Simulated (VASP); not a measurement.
Input of a VASP 6.6.1 run:

The input POSCAR:

```
ZnSe
1.0
    0.0000000000      2.6063096149      2.8329452336
    2.6063096149      0.0000000000      2.8329452336
    2.6063096149      2.6063096149      0.0000000000
Zn Se
1 1
Direct
    0.0000000000      0.0000000000      0.0000000000
    0.7500000000      0.7500000000      0.7500000000
```

File INCAR.step1:

```
PREC     = Accurate       # precision mode
ENCUT    = 520            # plane-wave cutoff, eV
ISMEAR   = 0              # smearing method
SIGMA    = 0.05           # smearing width, eV
LREAL    = False          # projectors in reciprocal space
LASPH    = True           # aspherical terms in the spheres
NELM     = 80             # most SCF steps
NBANDS   = 16             # bands
GGA      = PE             # functional
ALGO     = Normal         # electronic algorithm
EDIFF    = 1E-4           # SCF threshold, eV
LWAVE    = True           # write WAVECAR
LCHARG   = False          # write CHGCAR
```

File INCAR.step2:

```
PREC     = Accurate       # precision mode
ENCUT    = 520            # plane-wave cutoff, eV
EDIFF    = 1E-7           # SCF threshold, eV
ISMEAR   = 0              # smearing method
SIGMA    = 0.05           # smearing width, eV
LREAL    = False          # projectors in reciprocal space
LASPH    = True           # aspherical terms in the spheres
NELM     = 80             # most SCF steps
ALGO     = Normal         # electronic algorithm
ISIF     = 2              # what is computed and relaxed
LWAVE    = False          # write WAVECAR
LCHARG   = False          # write CHGCAR
METAGGA  = R2SCAN         # meta-GGA
LMIXTAU  = True         
NBANDS   = 16             # bands
ISTART   = 1
```

Contents of KPOINTS:

```
regular mesh
0
Gamma
  8 8 8
```

Potentials or basis: VASP PAW PBE potentials, release 64 (Zn, Se).

The run is started by

```bash
$ cat potpaw_PBE.64/Zn/POTCAR potpaw_PBE.64/Se/POTCAR > POTCAR
$ cp INCAR.step1 INCAR
$ mpirun -np 1 vasp_std > vasp.out
$ cp INCAR.step2 INCAR
$ mpirun -np 1 vasp_std > vasp.out
```

What does it give for the band gap on the k mesh?

2.48 eV.

What does it give for the pressure?

15.7 GPa.

Stress tensor (GPa, compression positive):
```
16.77  0.00  0.00
 0.00 16.77  0.00
 0.00  0.00 13.58
```

Caveat: the cell differs from its parent crystal (strain -0.080 along x and y, +0.000 along z); the cell stands under pressure; the PAW data sets were made with another functional, which shifts forces and pressure a little. A k mesh can miss the band edges.
